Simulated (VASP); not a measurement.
A run of VASP 6.6.1 is set up as follows.

Contents of INCAR:

```
SYSTEM = RbBr
PREC     = Accurate       ! precision mode
ENCUT    = 520            ! plane-wave cutoff, eV
EDIFF    = 1E-6           ! SCF threshold, eV
ISMEAR   = 0              ! smearing method
SIGMA    = 0.05           ! smearing width, eV
LREAL    = .False.        ! projectors in reciprocal space
LASPH    = .True.         ! aspherical terms in the spheres
NELM     = 60             ! most SCF steps
ALGO     = Normal         ! electronic algorithm
ISIF     = 2              ! what is computed and relaxed
LWAVE    = .False.        ! write WAVECAR
LCHARG   = .True.         ! write CHGCAR
GGA      = PS             ! functional
LELF     = .True.         ! ELF
LVHAR    = .True.       
NBANDS   = 15             ! bands
```

The input KPOINTS:

```
Automatic mesh
0
Gamma
  6 6 6
  0 0 0
```

The input POSCAR:

```
RbBr
1.0
    3.9614953456      0.0000000000      0.0000000000
    0.0000000000      3.9614953456      0.0000000000
    0.0000000000      0.0000000000      4.0701688540
Rb Br
1 1
Direct
   -0.0198457406      0.0000000000      0.0000000000
    0.5212276205      0.5000000000      0.5000000000
```

Potentials or basis: VASP PAW PBE potentials, release 64 (Rb_sv, Br).

Run with:

```console
$ cat potpaw_PBE.64/Rb_sv/POTCAR potpaw_PBE.64/Br/POTCAR > POTCAR
$ mpirun -np 1 vasp_std > vasp.out
```

**Question.** What does it give for the largest force?

**Answer.** 0.193 eV/Å.

**Question.** What does it give for the band gap on the k mesh?

**Answer.** 4.19 eV, indirect (least direct gap 4.34 eV).

Stress tensor (GPa, compression positive):
```
1.55 0.00 0.00
0.00 1.66 0.00
0.00 0.00 0.81
```

Caveat: the PAW data sets were made with another functional, which shifts forces and pressure a little. A k mesh can miss the band edges.
